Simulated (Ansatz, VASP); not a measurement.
## Two plane-wave programs on Sb

```
Sb
1.0
     4.25244    0.00000    0.00000
    -2.12622    3.68272    0.00000
     0.00000    0.00000    9.70577
Sb
4
Direct
  0.00000 0.00000 0.78921
  0.00000 0.00000 0.21079
  0.33333 0.66667 0.62699
  0.66667 0.33333 0.37301
```

Alike in both runs: functional PBE; k mesh 12 × 12 × 4; occupations gaussian, width 0.01 eV; no spin polarisation.

Ansatz relaxed the structure, and its values are those at the end. VASP's run is a single point on that final structure, the one shown.

|  | VASP | Ansatz |
| --- | --- | --- |
| version | VASP 6.6.1 | Ansatz 0.2.0 |
| potentials or method | VASP PAW PBE potentials, release 64 (Sb_d_GW), cutoff 500 eV | scalar-relativistic, plane waves, PAW |
| valence electrons in the cell | 60 | 60 |

|  | VASP | Ansatz | Ansatz less VASP |
| --- | --- | --- | --- |
| gap on the k mesh at the Fermi level (eV) | none | none | - |
| pressure (GPa) | 0.0 | 0.0 | +0.04 |

A gap of «none» marks a metal or a gap that the smearing closes.

Neither program's run includes spin-orbit coupling.
